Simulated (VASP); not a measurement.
Here is a VASP 6.6.1 calculation.

Contents of INCAR:

```
PREC = Accurate ; ENCUT = 520
EDIFF = 1E-7 ; ISMEAR = 0
SIGMA = 0.05 ; LREAL = F
LASPH = T ; NELM = 100
ALGO = Normal ; ISIF = 2
LWAVE = F ; LCHARG = F
GGA = PE ; NBANDS = 20
```

File KPOINTS:

```
regular mesh
0
Gamma
  8 8 8
```

POSCAR

```
CdF2
1.0
    0.0000000000      2.7843689517      2.9372308072
    2.7843689517      0.0000000000      2.9372308072
    2.7843689517      2.7843689517      0.0000000000
Cd F
1 2
Direct
    0.0000000000      0.0000000000      0.0000000000
    0.2500000000      0.2500000000      0.2500000000
    0.7500000000      0.7500000000      0.7500000000
```

Potentials or basis: VASP PAW PBE potentials, release 64 (Cd, F).

Run with:

```console
$ cat potpaw_PBE.64/Cd/POTCAR potpaw_PBE.64/F/POTCAR > POTCAR
$ mpirun -np 1 vasp_std > vasp.out
```

Problem. Predict the band gap on the k mesh.

Solution. 2.44 eV, indirect (least direct gap 3.03 eV).

Problem. Estimate the pressure.

Solution. -7.2 GPa.

Stress tensor (GPa, compression positive):
```
 -5.46   0.00   0.00
  0.00  -5.46   0.00
  0.00   0.00 -10.60
```

 A k mesh can miss the band edges.
